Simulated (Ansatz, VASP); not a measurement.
# Two plane-wave programs on In4P

```
CELL_PARAMETERS angstrom
-3.27112 3.27112 3.27112
3.27112 -3.27112 3.27112
3.27112 3.27112 -3.27112
ATOMIC_POSITIONS crystal
In 0.00000 0.00000 0.50040
In 0.50040 0.00000 0.00000
In 0.00000 0.50040 0.00000
In 0.49960 0.49960 0.49960
P 0.00000 0.00000 0.00000
```

Change from the starting cell: species swapped into the H4C type (I-43m, No. 217).

Alike in both runs: functional PBE; k mesh 4 × 4 × 4; occupations gaussian, width 0.1 eV; no spin polarisation.

Ansatz relaxed the structure, and its values are those at the end. VASP's run is a single point on that final structure, the one shown.

|  | VASP | Ansatz |
| --- | --- | --- |
| version | VASP 6.6.1 | Ansatz 0.2.0 |
| potentials or method | VASP PAW PBE potentials, release 64 (In_d, P), cutoff 520 eV | scalar-relativistic, plane waves, PAW |
| valence electrons in the cell | 57 | 57 |

```csv
,VASP,Ansatz,Ansatz less VASP
gap on the k mesh at the Fermi level (eV),none,none,-
pressure (GPa),-0.4,-0.4,+0.04
```

A gap of «none» marks a metal or a gap that the smearing closes.
